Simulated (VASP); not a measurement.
# Ni (P6/mmm) in VASP: single point with PBE

Aim: the single point of Ni with PBE.

Everything below comes from runs of VASP 6.6.1. Logs are shortened: lines on timing, memory, paths and dates and some standing lists are left out, and cuts for length are marked.

### 1 The cell of the first run

The structure is hexagonal, space group P6/mmm (No. 191). The conventional cell has a = 3.721 Å, b = 3.721 Å, c = 2.238 Å, α = 90.00°, β = 90.00°, γ = 120.00°. Within 3.0 Å of Ni (site symmetry 6/mmm) lie 14 Ni at 2.24 to 2.42 Å. Ni (site symmetry -6m2) has 11 Ni at 2.15 to 2.42 Å within 2.8 Å.

This isn't the form of Ni at room conditions, which is fcc.

### 2 Single point, PBE, collinear spin, ferromagnetic start

INCAR reads:

```
ALGO = Normal
EDIFF = 1E-7
ENCUT = 520
GGA = PE
ISIF = 2
ISMEAR = -1
ISPIN = 2
LASPH = True
LCHARG = False
LMAXMIX = 4
LORBIT = 11
LREAL = False
LWAVE = False
MAGMOM = 1 1 1
NBANDS = 26
NELM = 150
PREC = Accurate
SIGMA = 0.08
```

KPOINTS reads:

```
k-points
0
Gamma
  10 10 14
```

POSCAR reads:

```
Ni
1.0
    3.7212832257      0.0000000000      0.0000000000
   -1.8606416129      3.2227258081      0.0000000000
    0.0000000000      0.0000000000      2.2380620887
Ni
3
Direct
    0.0000000000      0.0000000000      0.0000000000
    0.3333333333      0.6666666667      0.5000000000
    0.6666666667      0.3333333333      0.5000000000
```

Potentials or basis: VASP PAW PBE potentials, release 64 (Ni).

Command:

```
$ cat potpaw_PBE.64/Ni/POTCAR > POTCAR
$ mpirun -np 1 vasp_std > vasp.out
```

OUTCAR:

```text
EDIFF = 1E-7
   ENCUT = 520
   GGA = PE
   ISIF = 2
   ISMEAR = -1
   ISPIN = 2
   LASPH = True
   LORBIT = 11
   LREAL = False
   NELM = 150
   PREC = Accurate

 ion  position               nearest neighbor table
   1  0.000  0.000  0.000-   2 2.42   3 2.42   2 2.42   3 2.42   2 2.42   2 2.42   3 2.42   3 2.42
                             3 2.42   3 2.42   2 2.42   2 2.42
   2  0.333  0.667  0.500-   3 2.15   3 2.15   3 2.15   1 2.42   1 2.42   1 2.42   1 2.42   1 2.42
                             1 2.42
   3  0.667  0.333  0.500-   2 2.15   2 2.15   2 2.15   1 2.42   1 2.42   1 2.42   1 2.42   1 2.42
                             1 2.42

  LATTYP: Found a hexagonal cell.
 ALAT       =     3.7212832257
 C/A-ratio  =     0.6014221313

  Lattice vectors:

 A1 = (   3.7212832257,   0.0000000000,   0.0000000000)
 A2 = (  -1.8606416129,   3.2227258081,   0.0000000000)
 A3 = (   0.0000000000,   0.0000000000,   2.2380620887)

Analysis of symmetry for initial positions (statically):
=====================================================================
 Subroutine PRICEL returns:
 Original cell was already a primitive cell.

 Routine SETGRP: Setting up the symmetry group for a
 hexagonal supercell.

 Subroutine GETGRP returns: Found 24 space group operations
 (whereof 24 operations were pure point group operations)
 out of a pool of 24 trial point group operations.

The static configuration has the point symmetry D_6h.

Analysis of symmetry for dynamics (positions and initial velocities):
=====================================================================
 Subroutine PRICEL returns:
 Original cell was already a primitive cell.

 Routine SETGRP: Setting up the symmetry group for a
 hexagonal supercell.

 Subroutine GETGRP returns: Found 24 space group operations
 (whereof 24 operations were pure point group operations)
 out of a pool of 24 trial point group operations.

The dynamic configuration has the point symmetry D_6h.

Analysis of structural, dynamic, and magnetic symmetry:
=====================================================================
 Subroutine PRICEL returns:
 Original cell was already a primitive cell.

 Routine SETGRP: Setting up the symmetry group for a
 hexagonal supercell.

 Subroutine GETGRP returns: Found 24 space group operations
 (whereof 24 operations were pure point group operations)
 out of a pool of 24 trial point group operations.

The overall configuration has the point symmetry D_6h.

 Subroutine INISYM returns: Found 24 space group operations
 (whereof 24 operations are pure point group operations),
 and found     1 'primitive' translations

----------------------------------------------------------------------------------------

                                     Primitive cell

  volume of cell :      26.8404

  direct lattice vectors                    reciprocal lattice vectors
     3.721283226  0.000000000  0.000000000     0.268724507  0.155148166  0.000000000
    -1.860641613  3.222725808  0.000000000     0.000000000  0.310296333  0.000000000
     0.000000000  0.000000000  2.238062089     0.000000000  0.000000000  0.446815129

  length of vectors
     3.721283226  3.721283226  2.238062089     0.310296333  0.310296333  0.446815129

  position of ions in fractional coordinates (direct lattice)
     0.000000000  0.000000000  0.000000000
     0.333333333  0.666666667  0.500000000
     0.666666667  0.333333333  0.500000000

  ion indices of the primitive-cell ions
   primitive index   ion index
                 1           1
                 2           2
                 3           3

----------------------------------------------------------------------------------------

 KPOINTS: k-points

Automatic generation of k-mesh.
 Grid dimensions read from file:
 generate k-points for:   10   10   14

 Generating k-lattice:

  Cartesian coordinates                     Fractional coordinates (reciprocal lattice)
     0.026872451  0.015514817  0.000000000     0.100000000  0.000000000  0.000000000
     0.000000000  0.031029633  0.000000000     0.000000000  0.100000000  0.000000000
     0.000000000  0.000000000  0.031915366     0.000000000  0.000000000  0.071428571

  Length of vectors
     0.031029633  0.031029633  0.031915366

  Shift w.r.t. Gamma in fractional coordinates (k-lattice)
     0.000000000  0.000000000  0.000000000

 Subroutine IBZKPT returns following result:
 ===========================================

 Found    112 irreducible k-points:

 Following reciprocal coordinates:
            Coordinates               Weight
  0.000000  0.000000  0.000000      1.000000
  0.100000  0.000000  0.000000      6.000000
  0.200000  0.000000  0.000000      6.000000
  0.300000 -0.000000  0.000000      6.000000
  0.400000  0.000000  0.000000      6.000000
  0.500000  0.000000  0.000000      3.000000
[... 16 lines left out ...]
  0.300000  0.100000  0.071429     24.000000
  0.400000  0.100000  0.071429     24.000000
 [... further k-points ...]
   k-points           NKPTS =    112   k-points in BZ     NKDIM =    112   number of bands    NBANDS=     26
   number of dos      NEDOS =    301   number of ions     NIONS =      3
   total plane-waves  NPLWV =  14112
   dimension x,y,z NGX =    28 NGY =   28 NGZ =   18
   dimension x,y,z NGXF=    56 NGYF=   56 NGZF=   36
   ions per type =               3
   NGX,Y,Z   is equivalent  to a cutoff of  12.51, 12.51, 13.37 a.u.
   NGXF,Y,Z  is equivalent  to a cutoff of  25.02, 25.02, 26.74 a.u.
 SYSTEM =  unknown system
   PREC   = accura    normal or accurate (medium, high low for compatibility)
   ISTART =      0    job   : 0-new  1-cont  2-samecut
   ICHARG =      2    charge: 1-file 2-atom 10-const
   ISPIN  =      2    spin polarized calculation?
   LNONCOLLINEAR =      F non collinear calculations
   LSORBIT =      F    spin-orbit coupling
   LASPH  =      T    aspherical Exc in radial PAW
   ENCUT  =  520.0 eV  38.22 Ry    6.18 a.u.   6.92  6.92  4.16*2*pi/ulx,y,z
   NELM   =    150;   NELMIN=  2; NELMDL= -5     # of ELM steps
   EDIFF  = 0.1E-06   stopping-criterion for ELM
   LREAL  =      F    real-space projection
   EDIFFG = 0.1E-05   stopping-criterion for IOM
   NSW    =      0    number of steps for IOM
   IBRION =     -1    ionic relax: 0-MD 1-quasi-New 2-CG
   NFREE  =      0    steps in history (QN), initial steepest desc. (CG)
   ISIF   =      2    stress and relaxation
   ISYM   =      2    0-nonsym 1-usesym 2-fastsym
   POTIM  = 0.5000    time-step for ionic-motion
   TEBEG  =    0.0;   TEEND  =   0.0 temperature during run
   PSTRESS=    0.0 pullay stress
   NELECT =      30.0000    total number of electrons
   NUPDOWN=      -1.0000    fix difference up-down
   EMIN   =  10.00;   EMAX   =-10.00  energy-range for DOS
   EFERMI =   0.00;   METHOD = LEGACY
   ISMEAR =    -1;   SIGMA  =   0.08  broadening in eV -4-tet -1-fermi 0-gaus
   EFERMI_NEDOS =   21; number of points for ismear=-14 and -15
   IALGO  =     38    algorithm
   IMIX   =      4    mixing-type and parameters
     AMIX     =   0.40;   BMIX     =  1.00
     AMIX_MAG =   1.60;   BMIX_MAG =  1.00
  volume/ion in A,a.u.               =       8.95        60.38
  Fermi-wavevector in a.u.,A,eV,Ry     =   1.698971  3.210589 39.273228  2.886501
  Thomas-Fermi vector in A             =   2.779373
   LORBIT       =     11    0 simple, 1 ext, 2 COOP (PROOUT), +10 PAW based schemes
   GGA     = PE    functional components
   LHFCALC =     F    Hartree Fock is set to
   AEXX    =    0.0000 exact exchange contribution
   IVDW    =     0    specifies the selected vdW correction
   LEPSILON=     F    determine dielectric tensor
   LRPA    =     F    only Hartree local field effects (RPA)
 spin polarized calculation
  energy-cutoff  :      520.00
  volume of cell :       26.84
 maximum number of plane-waves:       739
 NGX is ok and might be reduce to    28
   NGX = 13   NGY = 13   NGZ =  9

 number of electron      29.9999988 magnetization       1.4055759

 Free energy of the ion-electron system (eV)
  ---------------------------------------------------
  ext. energy  EPLUGINS =         0.00000000
  ---------------------------------------------------
  free energy    TOTEN  =       -14.98262556 eV

  energy without entropy =      -14.87344948  energy(sigma->0) =      -14.92803752

 E-fermi :  12.4220     XC(G=0): -14.4404

 val. band max:       12.4188687011   @ k =   0.1000   0.1000   0.4286
 cond. band min:      12.4246258788   @ k =   0.5000   0.0000   0.1429
 fundamental gap:      0.0057571777
 Fermi energy:        12.4219933281

 spin component 1

 k-point     1 :       0.0000    0.0000    0.0000
  band No.  band energies     occupation
      1       2.0106      1.00000
      2       7.0671      1.00000
      3       8.5405      1.00000
      4       8.5405      1.00000
      5       8.5469      1.00000
      6       8.5469      1.00000
[... 18 lines left out ...]
     25      40.3295      0.00000
     26      41.7779      0.00000
[... 644 lines left out ...]
      4       8.3335      1.00000
      5       8.4395      1.00000
      6       8.6402      1.00000
[... 18 lines left out ...]
     25      34.2341      0.00000
     26      35.6346      0.00000

 [... further k-points ...]

 spin component 2

 k-point     1 :       0.0000    0.0000    0.0000
  band No.  band energies     occupation
      1       2.0055      1.00000
      2       7.4379      1.00000
      3       8.8942      1.00000
      4       8.8942      1.00000
      5       8.9139      1.00000
      6       8.9139      1.00000
[... 18 lines left out ...]
     25      40.2529      0.00000
     26      41.7077      0.00000
[... 644 lines left out ...]
      4       8.7737      1.00000
      5       8.8957      1.00000
      6       9.0883      1.00000
[... 18 lines left out ...]
     25      34.3029      0.00000
     26      35.7276      0.00000

 [... further k-points ...]
[... 5 lines left out ...]
  --------------------------------------------------------------------------------------
  -------------------------------------------------------------------------------------
  Total       11.4122549     11.4122549     11.3749396     -0.0000000     -0.0000000      0.0000000
  in kB      681.2301038    681.2301038    679.0026513     -0.0000000     -0.0000000      0.0000000
  external PRESSURE =     680.4876196 kB  Pullay stress =       0.0000000 kB

 VOLUME and BASIS-vectors are now :
 -----------------------------------------------------------------------------
  energy-cutoff  :      520.00
  volume of cell :       26.84
      direct lattice vectors                 reciprocal lattice vectors
     3.721283226  0.000000000  0.000000000     0.268724507  0.155148166  0.000000000
    -1.860641613  3.222725808  0.000000000     0.000000000  0.310296333  0.000000000
     0.000000000  0.000000000  2.238062089     0.000000000  0.000000000  0.446815129

 POSITION                                       TOTAL-FORCE (eV/Angst)
 -----------------------------------------------------------------------------------
      0.00000      0.00000      0.00000         0.000000     -0.000000      0.000000
     -0.00000      2.14848      1.11903        -0.000000      0.000000      0.000000
      1.86064      1.07424      1.11903         0.000000      0.000000      0.000000
 -----------------------------------------------------------------------------------
    total drift:                                0.000000      0.000000     -0.000000

  FREE ENERGIE OF THE ION-ELECTRON SYSTEM (eV)
  ---------------------------------------------------
  free  energy   TOTEN  =       -14.9826255581 eV

  energy  without entropy=      -14.8734494844  energy(sigma->0) =      -14.92803752

 total charge

# of ion       s       p       d       tot
------------------------------------------
    1        0.573   0.679   8.437   9.689
    2        0.607   0.707   8.478   9.792
    3        0.607   0.707   8.478   9.792
--------------------------------------------------
tot          1.787   2.093  25.394  29.274

 magnetization (x)

# of ion       s       p       d       tot
------------------------------------------
    1       -0.002  -0.020   0.496   0.474
    2       -0.005  -0.018   0.481   0.458
    3       -0.005  -0.018   0.481   0.458
--------------------------------------------------
tot         -0.012  -0.057   1.459   1.390
```

Run time: 78 s. Hardware: 1 thread of AMD EPYC 9R45 (Zen 5), shared host; peak memory 0.19 GiB.

What came out:

```yaml
Free_energy: -14.9826 eV
Pressure: 68.0 GPa
Net_moment: 1.41 μB per cell
Site_moments: Ni +0.47, +0.46 (each value once) μB
Valence_electrons_inside_the_program's_atomic_spheres: Ni 9.69, 9.79 (each value once)
```

Stress tensor (GPa, compression positive):
```
68.12  0.00  0.00
 0.00 68.12  0.00
 0.00  0.00 67.90
```

Levels at points of the mesh, in eV from the Fermi level:
Spin up:
```csv
k point,band 14,band 15,band 16,band 17,band 18,band 19
"(0.00, 0.00, 0.00)",-1.68,-0.23,-0.23,7.10,7.10,7.13
"(0.50, 0.00, 0.00)",-0.63,-0.58,-0.54,-0.23,-0.20,7.91
"(0.00, 0.00, 0.50)",-0.56,0.28,1.41,2.45,11.28,11.82
"(0.50, 0.00, 0.50)",-0.34,-0.01,1.97,2.40,6.22,7.22
```
Spin down:
```csv
k point,band 10,band 11,band 12,band 13,band 14,band 15,band 16,band 17,band 18,band 19
"(0.00, 0.00, 0.00)",-1.92,-1.23,-1.23,-1.15,-1.15,0.31,0.31,7.34,7.34,7.35
"(0.50, 0.00, 0.00)",-1.09,-1.03,-0.39,-0.22,-0.11,-0.08,-0.06,0.03,0.37,8.21
"(0.00, 0.00, 0.50)",-2.04,-0.21,-0.21,0.05,0.05,0.85,1.84,2.82,11.32,11.89
"(0.50, 0.00, 0.50)",-1.29,-1.05,-0.43,-0.14,0.21,0.59,2.11,2.70,6.44,7.52
```

Caveat: the cell stands under pressure.
